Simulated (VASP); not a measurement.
Here is a VASP 6.6.1 calculation.

The input INCAR:

```
PREC = Accurate ; ENCUT = 520
EDIFF = 1E-6 ; ISMEAR = 0
SIGMA = 0.1 ; LREAL = F
LASPH = T ; NELM = 150
ALGO = Normal ; ISIF = 2
LWAVE = F ; LCHARG = F
ISPIN = 2 ; MAGMOM = 0 0 0 -1 -1 0
LORBIT = 11 ; LMAXMIX = 4
GGA = PE ; NBANDS = 38
```

File KPOINTS:

```
regular mesh
0
Gamma
  6 6 4
```

The input POSCAR:

```
Na3Ti2O
1.0
    5.0264483405     -0.0000000028      0.0000000000
   -2.5132241678      4.3530319551      0.0000000000
    0.0000000000      0.0000000000      6.0005473556
Na Ti O
3 2 1
Direct
    0.5000000000      0.0000000000      0.5000000000
    0.0000000000      0.5000000000      0.5000000000
    0.5000000000      0.5000000000      0.5000000000
    0.3333333333      0.6666666667      0.0000000000
    0.6666666667      0.3333333333      0.0000000000
    0.0000000000      0.0000000000      0.0000000000
```

Potentials or basis: VASP PAW PBE potentials, release 64 (Na_pv, Ti_sv, O).

Command:

```console
$ cat potpaw_PBE.64/Na_pv/POTCAR potpaw_PBE.64/Ti_sv/POTCAR potpaw_PBE.64/O/POTCAR > POTCAR
$ mpirun -np 1 vasp_std > vasp.out
```

(1) What does it give for the site moments?

(2) What does it give for the pressure?

## Answers

(1) Na -0.01; Ti -1.87; O -0.12 μB.

(2) 0.0 GPa.
